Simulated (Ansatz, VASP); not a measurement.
**Se: VASP beside Ansatz**

```
Se
1.0
     4.50482    0.00000    0.00000
    -2.25241    3.90129    0.00000
     0.00000    0.00000    4.97880
Se
3
Cartesian
  0.8049 0.1020 1.8588
  -0.3141 0.7481 3.1200
  1.7616 3.0512 0.0000
```

Change from the starting cell: shortest bond scaled by 0.76, PAW files.

Alike in both runs: task electric field gradients; functional r2SCAN; k mesh 6 × 6 × 5; occupations fermi-dirac, width 0.03 eV; no spin polarisation.

|  | VASP | Ansatz |
| --- | --- | --- |
| version | VASP 6.6.1 | Ansatz 0.2.0 |
| potentials or method | VASP PAW PBE potentials, release 64 (Se) | PAW with Ansatz's default frozen-core files, scalar-relativistic |
| plane-wave cutoff (eV) | 520 | 500 |
| valence electrons in the cell | 18 | 48 |

VASP gave:

```
pressure (GPa)                                                : 23.7
traceless stress, the component that is largest in VASP (GPa) : -29.03
rms of the force components (eV/Å)                            : 9.449
size of Vzz on the site where it differs most (V/Å²)          : 528.6
```

Problem. Estimate Ansatz's values.

Solution. Pressure (GPa): 22.8; traceless stress, the component that is largest in VASP (GPa): -27.95; rms of the force components (eV/Å): 9.090; size of Vzz on the site where it differs most (V/Å²): 551.7.

VASP's potentials were made for PBE, not for r2SCAN. Atom by atom the forces differ by 0.359 eV/Å (rms over components). VASP's potentials hold 18 valence electrons a cell and Ansatz's 48, so a difference there can come from the potentials and not from the codes.
